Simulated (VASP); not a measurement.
Write the native input for VASP 6.6.1 that does the following.

| Quantity | Value |
| --- | --- |
| Task | single point |
| Functional | PBE |
| Potentials or basis | VASP PAW PBE potentials, release 64 (Mn_pv, O) |
| Cutoff | 520 eV |
| k mesh | 10 × 10 × 10 |
| Occupations | gaussian, width 0.022 eV |
| Spin | collinear spin, ferromagnetic start |
| Starting moments | [4.0, 0.0] μB |
| Dipole correction | no |
| Further INCAR settings | ALGO = Normal; EDIFF = 1e-06; NBANDS = 20 |

The structure of MnO lies in POSCAR:

```
MnO
1.0
    0.0000000000      2.2239077028      2.2239077028
    2.2239077028      0.0000000000      2.2239077028
    2.2239077028      2.2239077028      0.0000000000
Mn O
1 1
Direct
    0.0000000000      0.0000000000      0.0000000000
    0.5000000000      0.5000000000      0.5000000000
```

One way to write it, as run:

INCAR

```
PREC     = Accurate       # precision mode
ENCUT    = 520            # plane-wave cutoff, eV
EDIFF    = 1E-6           # SCF threshold, eV
ISMEAR   = 0              # smearing method
SIGMA    = 0.022          # smearing width, eV
LREAL    = F              # projectors in reciprocal space
LASPH    = T              # aspherical terms in the spheres
NELM     = 150            # most SCF steps
ALGO     = Normal         # electronic algorithm
ISIF     = 2              # what is computed and relaxed
LWAVE    = F              # write WAVECAR
LCHARG   = F              # write CHGCAR
ISPIN    = 2              # spin polarisation
MAGMOM   = 4 0            # initial moments
LORBIT   = 11             # projections on sites
LMAXMIX  = 4              # l up to which the mixer works
GGA      = PE             # functional
NBANDS   = 20             # bands
```

KPOINTS

```
regular mesh
0
Gamma
  10 10 10
```

Potentials or basis: VASP PAW PBE potentials, release 64 (Mn_pv, O).

Command:

```sh
$ cat potpaw_PBE.64/Mn_pv/POTCAR potpaw_PBE.64/O/POTCAR > POTCAR
$ mpirun -np 1 vasp_std > vasp.out
```

It gave:

```
Pressure                                              : 0.4 GPa
Net moment                                            : 4.80 μB per cell
Site moments                                          : Mn +4.36; O +0.21 μB
Valence electrons inside the program's atomic spheres : Mn 11.35; O 4.98
```

Caveat: a cell with one magnetic atom can't hold antiferromagnetic order, which such compounds often take.

It took 17 s on 1 thread of Intel(R) Xeon(R) Platinum 8559C (Emerald Rapids), with other jobs on the host, peak memory 0.16 GiB.
